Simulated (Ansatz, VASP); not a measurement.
Two plane-wave programs on BN

The input INCAR:

```
SYSTEM = BN
PREC     = Accurate       ! precision mode
ENCUT    = 520            ! plane-wave cutoff, eV
EDIFF    = 1E-7           ! SCF threshold, eV
ISMEAR   = 0              ! smearing method
SIGMA    = 0.05           ! smearing width, eV
LREAL    = .False.        ! projectors in reciprocal space
LASPH    = .True.         ! aspherical terms in the spheres
NELM     = 80             ! most SCF steps
ALGO     = Normal         ! electronic algorithm
ISIF     = 2              ! what is computed and relaxed
LWAVE    = .False.        ! write WAVECAR
LCHARG   = .True.         ! write CHGCAR
GGA      = PE             ! functional
IVDW     = 12             ! dispersion correction
LELF     = .True.         ! ELF
LVHAR    = .True.       
NBANDS   = 26             ! bands
```

Contents of KPOINTS:

```
regular mesh
0
Gamma
  10 10 2
  0 0 0
```

POSCAR

```
BN
1.0
   -2.5064381127      0.0000000000      0.0000000000
   -1.2532190563     -2.1706390786      0.0000000000
    0.0000000000      0.0000000000     14.2336949040
B N
4 4
Direct
    0.3333333333      0.3333333333      0.8135261518
    0.3333333333      0.3333333333      0.3486540651
    0.6666666667      0.6666666667      0.1162180217
    0.6666666667      0.6666666667      0.5810901084
    0.3333333333      0.3333333333      0.1162180217
    0.3333333333      0.3333333333      0.5810901084
    0.6666666667      0.6666666667      0.8135261518
    0.6666666667      0.6666666667      0.3486540651
```

Input for Ansatz:

```yaml
crystal:
  lattice:
    - [-2.5064381127, 0.0, 0.0]
    - [-1.2532190563, -2.1706390786, 0.0]
    - [0.0, 0.0, 14.233694904]
  atoms:
    - { symbol: B, position: [0.3333333333, 0.3333333333, 0.8135261518] }
    - { symbol: B, position: [0.3333333333, 0.3333333333, 0.3486540651] }
    - { symbol: B, position: [0.6666666667, 0.6666666667, 0.1162180217] }
    - { symbol: B, position: [0.6666666667, 0.6666666667, 0.5810901084] }
    - { symbol: "N", position: [0.3333333333, 0.3333333333, 0.1162180217] }
    - { symbol: "N", position: [0.3333333333, 0.3333333333, 0.5810901084] }
    - { symbol: "N", position: [0.6666666667, 0.6666666667, 0.8135261518] }
    - { symbol: "N", position: [0.6666666667, 0.6666666667, 0.3486540651] }
basis:
  ecutwfc: 420
kpoints:
  mp_grid: { grid: [10, 10, 2] }
hamiltonian:
  xc: pbe
  dispersion: d3bj
scf:
  occupations: { method: gaussian, width: 0.05 }
output:
  forces: true
  stress: true
  eigenvalues: true
```

Alike in both runs: task single point; functional PBE; dispersion D3(BJ); k mesh 10 × 10 × 2; occupations gaussian, width 0.05 eV; no spin polarisation.

```csv
,VASP,Ansatz
version,VASP 6.6.1,Ansatz 0.2.0
potentials or method,"VASP PAW PBE potentials, release 64 (B, N), cutoff 520 eV","scalar-relativistic, plane waves, PAW"
valence electrons in the cell,32,32
```

```tsv
	VASP	Ansatz	Ansatz less VASP
gap on the k mesh at the Fermi level (eV)	4.30	4.30	+0.007
least direct gap on the mesh (eV)	4.71	4.71	+0.005
pressure (GPa)	0.0	0.0	-0.06
traceless stress, the component that is largest in VASP (GPa)	-0.56	-0.37	+0.194
rms of the force components (eV/Å)	0.014	0.014	-0.0002
```

Atom by atom the forces differ by 0.000 eV/Å (rms over components).
